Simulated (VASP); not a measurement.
Input of a VASP 6.6.1 run:

File INCAR:

```
PREC     = Accurate       # precision mode
ENCUT    = 520            # plane-wave cutoff, eV
EDIFF    = 1E-6           # SCF threshold, eV
ISMEAR   = -1             # smearing method
SIGMA    = 0.1            # smearing width, eV
LREAL    = False          # projectors in reciprocal space
LASPH    = True           # aspherical terms in the spheres
NELM     = 150            # most SCF steps
ALGO     = Normal         # electronic algorithm
ISIF     = 2              # what is computed and relaxed
LWAVE    = False          # write WAVECAR
LCHARG   = False          # write CHGCAR
ISPIN    = 2              # spin polarisation
MAGMOM   = 0 2 -2         # initial moments
LORBIT   = 11             # projections on sites
LMAXMIX  = 4              # l up to which the mixer works
GGA      = PE             # functional
NBANDS   = 26             # bands
```

KPOINTS

```
regular mesh
0
Gamma
  1 1 1
```

The input POSCAR:

```
Ti2Te
1.0
   11.1672570000      0.0000000000      0.0000000000
    0.0000000000     10.5075320000      0.0000000000
    0.0000000000      0.0000000000     10.2499310000
Te Ti
1 2
Direct
    0.4996638500      0.5061112400      0.4682335500
    0.3819219700      0.2771969100      0.4992769600
    0.7151058100      0.5892344700      0.5950186800
```

Potentials or basis: VASP PAW PBE potentials, release 64 (Te, Ti_sv).

Command:

```sh
$ cat potpaw_PBE.64/Te/POTCAR potpaw_PBE.64/Ti_sv/POTCAR > POTCAR
$ mpirun -np 1 vasp_gam > vasp.out
```

Problem. Estimate the net moment.

Solution. -0.15 μB per cell.

Problem. What does it give for the site moments?

Solution. Te -0.01; Ti +1.95, -2.01 μB.

Forces in eV/Å, atoms in the order of the input:
```
Te   0.348 -0.311  0.433
Ti   0.505  0.723 -0.022
Ti  -0.853 -0.413 -0.410
```
